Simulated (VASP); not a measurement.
Runs of VASP 6.6.1 on OF3. The structure is that of space group Pm-3n (No. 223), or close to it. The cells are those of the table. The cell was generated, and may not be a known phase.

```csv
task,cell,k mesh,cutoff (eV),gap on the mesh (eV),pressure (GPa),moment (μB)
single point,"a = 4.436 Å, 8 atoms",8 × 8 × 8,520,none,-0.6,10.00
single point,"a = 4.425 Å, 8 atoms",4 × 4 × 4,520,none,(a),10.00
single point,"a = 4.250 Å, 8 atoms",4 × 4 × 4,520,none,8.0,10.00
relaxation of cell and atoms,"relaxed from a = 4.250 Å, 8 atoms",4 × 4 × 4,600,none,0.0,10.00
```

Alike in all rows: level PBE+D3(BJ); potentials or basis VASP PAW PBE potentials, release 64 (O, F); spin collinear, ferromagnetic start; smearing gaussian 0.1 eV.

Q: Estimate the missing entries.

A: (a) -0.4.

Caveats: some runs use coarse meshes; the nearest neighbours stand farther apart than a usual bond.

A gap of «none» marks levels without a gap at the run's occupations.
